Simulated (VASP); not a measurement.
# Pb (Fd-3m) in VASP: a series of runs

Pb is run at these levels: PBE, RPBE; tasks: single point.

All numbers are computed with VASP 6.6.1; they aren't measurements. Logs are shortened: lines on timing, memory, paths and dates and some standing lists are left out, and cuts for length are marked.

### 1 The cell of the first run

The structure is cubic, space group Fd-3m (No. 227). Conventional cell: a = 6.878 Å, b = 6.878 Å, c = 6.878 Å, α = 90.00°, β = 90.00°, γ = 90.00°. Within 3.9 Å of Pb (site symmetry -43m) lie 4 Pb at 2.98 Å.

### 2 Single point, PBE

INCAR reads:

```
SYSTEM = Pb
PREC = Accurate
ENCUT = 520
EDIFF = 1E-6
ISMEAR = -1
SIGMA = 0.05
LREAL = .FALSE.
LASPH = .TRUE.
NELM = 80
ALGO = Normal
ISIF = 2
LWAVE = .FALSE.
LCHARG = .FALSE.
GGA = PE
NBANDS = 21
```

KPOINTS reads:

```
Automatic mesh
0
G
  7 7 7
  0 0 0
```

POSCAR reads:

```
Pb
1.0
    0.0000000000      3.4390000555      3.4390000555
    3.4390000555      0.0000000000      3.4390000555
    3.4390000555      3.4390000555      0.0000000000
Pb
2
Direct
    0.2500000000      0.2500000000      0.2500000000
    0.0000000000      0.0000000000      0.0000000000
```

Potentials or basis: VASP PAW PBE potentials, release 64 (Pb_d).

The run is started by

```bash
$ cat potpaw_PBE.64/Pb_d/POTCAR > POTCAR
$ mpirun -np 1 vasp_std > vasp.out
```

OUTCAR:

```text
SYSTEM = Pb
   PREC = Accurate
   ENCUT = 520
   EDIFF = 1E-6
   ISMEAR = -1
   LREAL = .FALSE.
   LASPH = .TRUE.
   NELM = 80
   ISIF = 2
   GGA = PE

 ion  position               nearest neighbor table
   1  0.250  0.250  0.250-   2 2.98   2 2.98   2 2.98   2 2.98
   2  0.000  0.000  0.000-   1 2.98   1 2.98   1 2.98   1 2.98

  LATTYP: Found a face centered cubic cell.
 ALAT       =     6.8780001110

  Lattice vectors:

 A1 = (   0.0000000000,   3.4390000555,   3.4390000555)
 A2 = (   3.4390000555,   0.0000000000,   3.4390000555)
 A3 = (   3.4390000555,   3.4390000555,   0.0000000000)

Analysis of symmetry for initial positions (statically):
=====================================================================
 Subroutine PRICEL returns:
 Original cell was already a primitive cell.

 Routine SETGRP: Setting up the symmetry group for a
 face centered cubic supercell.

 Subroutine GETGRP returns: Found 48 space group operations
 (whereof 24 operations were pure point group operations)
 out of a pool of 48 trial point group operations.

The static configuration has the point symmetry T_d .
 The point group associated with its full space group is O_h .

Analysis of symmetry for dynamics (positions and initial velocities):
=====================================================================
 Subroutine PRICEL returns:
 Original cell was already a primitive cell.

 Routine SETGRP: Setting up the symmetry group for a
 face centered cubic supercell.

 Subroutine GETGRP returns: Found 48 space group operations
 (whereof 24 operations were pure point group operations)
 out of a pool of 48 trial point group operations.

The dynamic configuration has the point symmetry T_d .
 The point group associated with its full space group is O_h .

 Subroutine INISYM returns: Found 48 space group operations
 (whereof 24 operations are pure point group operations),
 and found     1 'primitive' translations

----------------------------------------------------------------------------------------

                                     Primitive cell

  volume of cell :      81.3442

  direct lattice vectors                    reciprocal lattice vectors
     0.000000000  3.439000056  3.439000056    -0.145391100  0.145391100  0.145391100
     3.439000056  0.000000000  3.439000056     0.145391100 -0.145391100  0.145391100
     3.439000056  3.439000056  0.000000000     0.145391100  0.145391100 -0.145391100

  length of vectors
     4.863480519  4.863480519  4.863480519     0.251824772  0.251824772  0.251824772

  position of ions in fractional coordinates (direct lattice)
     0.250000000  0.250000000  0.250000000
     0.000000000  0.000000000  0.000000000

  ion indices of the primitive-cell ions
   primitive index   ion index
                 1           1
                 2           2

----------------------------------------------------------------------------------------

 KPOINTS: Automatic mesh

Automatic generation of k-mesh.
 Grid dimensions read from file:
 generate k-points for:    7    7    7

 Generating k-lattice:

  Cartesian coordinates                     Fractional coordinates (reciprocal lattice)
    -0.020770157  0.020770157  0.020770157     0.142857143  0.000000000  0.000000000
     0.020770157 -0.020770157  0.020770157     0.000000000  0.142857143  0.000000000
     0.020770157  0.020770157 -0.020770157     0.000000000  0.000000000  0.142857143

  Length of vectors
     0.035974967  0.035974967  0.035974967

  Shift w.r.t. Gamma in fractional coordinates (k-lattice)
     0.000000000  0.000000000  0.000000000

 Subroutine IBZKPT returns following result:
 ===========================================

 Found     20 irreducible k-points:

 Following reciprocal coordinates:
            Coordinates               Weight
  0.000000  0.000000  0.000000      1.000000
  0.142857  0.000000  0.000000      8.000000
  0.285714  0.000000  0.000000      8.000000
  0.428571  0.000000  0.000000      8.000000
  0.142857  0.142857  0.000000      6.000000
  0.285714  0.142857  0.000000     24.000000
[... 12 lines left out ...]
 -0.428571  0.428571  0.142857     24.000000
 -0.285714  0.428571  0.142857     24.000000
   k-points           NKPTS =     20   k-points in BZ     NKDIM =     20   number of bands    NBANDS=     21
   number of dos      NEDOS =    301   number of ions     NIONS =      2
   total plane-waves  NPLWV =  46656
   dimension x,y,z NGX =    36 NGY =   36 NGZ =   36
   dimension x,y,z NGXF=    72 NGYF=   72 NGZF=   72
   ions per type =               2
   NGX,Y,Z   is equivalent  to a cutoff of  12.31, 12.31, 12.31 a.u.
   NGXF,Y,Z  is equivalent  to a cutoff of  24.61, 24.61, 24.61 a.u.
 SYSTEM =  Pb
   PREC   = accura    normal or accurate (medium, high low for compatibility)
   ISTART =      0    job   : 0-new  1-cont  2-samecut
   ICHARG =      2    charge: 1-file 2-atom 10-const
   ISPIN  =      1    spin polarized calculation?
   LNONCOLLINEAR =      F non collinear calculations
   LSORBIT =      F    spin-orbit coupling
   LASPH  =      T    aspherical Exc in radial PAW
   ENCUT  =  520.0 eV  38.22 Ry    6.18 a.u.   9.04  9.04  9.04*2*pi/ulx,y,z
   NELM   =     80;   NELMIN=  2; NELMDL= -5     # of ELM steps
   EDIFF  = 0.1E-05   stopping-criterion for ELM
   LREAL  =      F    real-space projection
   EDIFFG = 0.1E-04   stopping-criterion for IOM
   NSW    =      0    number of steps for IOM
   IBRION =     -1    ionic relax: 0-MD 1-quasi-New 2-CG
   NFREE  =      0    steps in history (QN), initial steepest desc. (CG)
   ISIF   =      2    stress and relaxation
   ISYM   =      2    0-nonsym 1-usesym 2-fastsym
   POTIM  = 0.5000    time-step for ionic-motion
   TEBEG  =    0.0;   TEEND  =   0.0 temperature during run
   PSTRESS=    0.0 pullay stress
   NELECT =      28.0000    total number of electrons
   NUPDOWN=      -1.0000    fix difference up-down
   EMIN   =  10.00;   EMAX   =-10.00  energy-range for DOS
   EFERMI =   0.00;   METHOD = LEGACY
   ISMEAR =    -1;   SIGMA  =   0.05  broadening in eV -4-tet -1-fermi 0-gaus
   EFERMI_NEDOS =   21; number of points for ismear=-14 and -15
   IALGO  =     38    algorithm
   IMIX   =      4    mixing-type and parameters
     AMIX     =   0.40;   BMIX     =  1.00
     AMIX_MAG =   1.60;   BMIX_MAG =  1.00
  volume/ion in A,a.u.               =      40.67       274.47
  Fermi-wavevector in a.u.,A,eV,Ry     =   1.147322  2.168124 17.909999  1.316348
  Thomas-Fermi vector in A             =   2.284002
   LORBIT       =      0    0 simple, 1 ext, 2 COOP (PROOUT), +10 PAW based schemes
   GGA     = PE    functional components
   LHFCALC =     F    Hartree Fock is set to
   AEXX    =    0.0000 exact exchange contribution
   IVDW    =     0    specifies the selected vdW correction
   LEPSILON=     F    determine dielectric tensor
   LRPA    =     F    only Hartree local field effects (RPA)
 non-spin polarized calculation
  energy-cutoff  :      520.00
  volume of cell :       81.34
 maximum number of plane-waves:      2213
   NGX = 19   NGY = 19   NGZ = 19

 number of electron      28.0000001 magnetization

 Free energy of the ion-electron system (eV)
  ---------------------------------------------------
  ext. energy  EPLUGINS =         0.00000000
  ---------------------------------------------------
  free energy    TOTEN  =        -6.56317874 eV

  energy without entropy =       -6.55709121  energy(sigma->0) =       -6.56013497

 E-fermi :   4.3443     XC(G=0):  -8.4255

 val. band max:        4.3104901037   @ k =  -0.1429   0.1429   0.0000
 cond. band min:       4.3700585064   @ k =   0.1429   0.0000   0.0000
 fundamental gap:      0.0595684026
 Fermi energy:         4.3443165610

 k-point     1 :       0.0000    0.0000    0.0000
  band No.  band energies     occupation
      1     -12.8556      2.00000
      2     -12.8556      2.00000
      3     -12.8556      2.00000
      4     -12.7792      2.00000
      5     -12.7792      2.00000
      6     -12.3491      2.00000
[... 13 lines left out ...]
     20      12.3370      0.00000
     21      12.3370      0.00000

 k-point     2 :       0.1429    0.0000    0.0000
  band No.  band energies     occupation
      1     -12.8742      2.00000
      2     -12.8742      2.00000
      3     -12.8510      2.00000
      4     -12.7523      2.00000
      5     -12.7523      2.00000
      6     -12.3801      2.00000
[... 13 lines left out ...]
     20      11.5898      0.00000
     21      11.5898      0.00000

 k-point     3 :       0.2857    0.0000    0.0000
  band No.  band energies     occupation
      1     -12.8949      2.00000
      2     -12.8949      2.00000
      3     -12.8403      2.00000
      4     -12.7153      2.00000
      5     -12.7153      2.00000
      6     -12.4108      2.00000
[... 13 lines left out ...]
     20      11.5681      0.00000
     21      11.5681      0.00000

 k-point     4 :       0.4286    0.0000    0.0000
  band No.  band energies     occupation
      1     -12.9033      2.00000
      2     -12.9033      2.00000
      3     -12.8313      2.00000
      4     -12.6974      2.00000
      5     -12.6974      2.00000
      6     -12.4231      2.00000
[... 13 lines left out ...]
     20      12.4644      0.00000
     21      12.4644      0.00000

 k-point     5 :       0.1429    0.1429    0.0000
  band No.  band energies     occupation
      1     -12.8718      2.00000
      2     -12.8702      2.00000
      3     -12.8702      2.00000
      4     -12.7564      2.00000
      5     -12.7232      2.00000
      6     -12.4382      2.00000
[... 13 lines left out ...]
     20      10.4735      0.00000
     21      12.8071      0.00000
[... 286 lines left out ...]
     20      12.0524      0.00000
     21      12.8053      0.00000

 k-point    18 :      -0.4286    0.2857    0.1429
  band No.  band energies     occupation
      1     -12.9454      2.00000
      2     -12.9258      2.00000
      3     -12.7657      2.00000
      4     -12.6545      2.00000
      5     -12.6108      2.00000
      6     -12.5532      2.00000
[... 13 lines left out ...]
     20      12.4031      0.00000
     21      12.8845      0.00000

 k-point    19 :      -0.4286    0.4286    0.1429
  band No.  band energies     occupation
      1     -12.9390      2.00000
      2     -12.9362      2.00000
      3     -12.7559      2.00000
      4     -12.6597      2.00000
      5     -12.6051      2.00000
      6     -12.5301      2.00000
[... 13 lines left out ...]
     20      12.7275      0.00000
     21      14.0255      0.00000

 k-point    20 :      -0.2857    0.4286    0.1429
  band No.  band energies     occupation
      1     -12.9549      2.00000
      2     -12.9375      2.00000
      3     -12.7235      2.00000
      4     -12.6297      2.00000
      5     -12.5919      2.00000
      6     -12.5482      2.00000
[... 13 lines left out ...]
     20      12.8827      0.00000
     21      14.0416      0.00000

------------------------ aborting loop because EDIFF is reached ----------------------------------------

  FORCE on cell =-STRESS in cart. coord.  units (eV):
  Direction    XX          YY          ZZ          XY          YZ          ZX
  --------------------------------------------------------------------------------------
  -------------------------------------------------------------------------------------
  Total        1.1945089      1.1945089      1.1945089      0.0000000      0.0000000     -0.0000000
  in kB       23.5273718     23.5273718     23.5273718      0.0000000      0.0000000     -0.0000000
  external PRESSURE =      23.5273718 kB  Pullay stress =       0.0000000 kB

 VOLUME and BASIS-vectors are now :
 -----------------------------------------------------------------------------
  energy-cutoff  :      520.00
  volume of cell :       81.34
      direct lattice vectors                 reciprocal lattice vectors
     0.000000000  3.439000056  3.439000056    -0.145391100  0.145391100  0.145391100
     3.439000056  0.000000000  3.439000056     0.145391100 -0.145391100  0.145391100
     3.439000056  3.439000056  0.000000000     0.145391100  0.145391100 -0.145391100

 POSITION                                       TOTAL-FORCE (eV/Angst)
 -----------------------------------------------------------------------------------
      1.71950      1.71950      1.71950        -0.000000     -0.000000     -0.000000
      0.00000      0.00000      0.00000         0.000000      0.000000      0.000000
 -----------------------------------------------------------------------------------
    total drift:                                0.000000      0.000000      0.000000

  FREE ENERGIE OF THE ION-ELECTRON SYSTEM (eV)
  ---------------------------------------------------
  free  energy   TOTEN  =        -6.5631787380 eV

  energy  without entropy=       -6.5570912068  energy(sigma->0) =       -6.56013497
```

Wall time 22 s (1 thread of Intel Xeon Platinum 8488C (Sapphire Rapids), shared host); peak memory 0.2 GiB.

What came out:

```
Free energy            : -6.5632 eV
Pressure               : 2.4 GPa
Band gap on the k mesh : zero (band 14 reaches 4.74 eV, above the bottom of band 15 at 3.63 eV)
```

Caveat: spin-orbit coupling is left out, which moves the levels of the heavy elements.

(Continued in part 2 of 2.)
